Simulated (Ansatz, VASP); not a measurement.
## SrO in VASP and in Ansatz

The input INCAR:

```
SYSTEM = SrO
  PREC = Accurate
  ENCUT = 520
  EDIFF = 1E-7
  ISMEAR = 0
  SIGMA = 0.05
  LREAL = .False.
  LASPH = .True.
  NELM = 60
  ALGO = Normal
  ISIF = 2
  LWAVE = .False.
  LCHARG = .False.
  GGA = PE
  NBANDS = 15
```

File KPOINTS:

```
regular mesh
0
Gamma
  8 8 8
  0 0 0
```

The input POSCAR:

```
SrO
1.0
    0.0000000000      2.6468940000      2.5312530000
    2.6468940000      0.0000000000      2.5312530000
    2.6468940000      2.6468940000      0.0000000000
Sr O
1 1
Direct
    0.0000000000      0.0000000000      0.0000000000
    0.5000000000      0.5000000000      0.5000000000
```

Input for Ansatz:

```yaml
crystal:
  lattice:
    - [0.0, 2.646894, 2.531253]
    - [2.646894, 0.0, 2.531253]
    - [2.646894, 2.646894, 0.0]
  atoms:
    - { symbol: Sr, position: [0.0, 0.0, 0.0] }
    - { symbol: O, position: [0.5, 0.5, 0.5] }
basis:
  ecutwfc: 420
kpoints:
  mp_grid: { grid: [8, 8, 8] }
hamiltonian:
  xc: pbe
scf:
  occupations: { method: gaussian, width: 0.05 }
output:
  forces: true
  stress: true
  eigenvalues: true
```

Change from the starting cell: strain +0.030 along x and y, -0.015 along z, atoms carried along.

Alike in both runs: task single point; functional PBE; k mesh 8 × 8 × 8; occupations gaussian, width 0.05 eV; no spin polarisation.

|  | VASP | Ansatz |
| --- | --- | --- |
| version | VASP 6.6.1 | Ansatz 0.2.0 |
| potentials or method | VASP PAW PBE potentials, release 64 (Sr_sv, O), cutoff 520 eV | scalar-relativistic, plane waves, PAW |
| valence electrons in the cell | 16 | 16 |

|  | VASP | Ansatz | Ansatz less VASP |
| --- | --- | --- | --- |
| gap on the k mesh at the Fermi level (eV) | 3.08 | 3.13 | +0.048 |
| least direct gap on the mesh (eV) | 3.34 | 3.38 | +0.036 |
| pressure (GPa) | -0.1 | -0.6 | -0.49 |
| traceless stress, the component that is largest in VASP (GPa) | 3.64 | 3.43 | -0.203 |
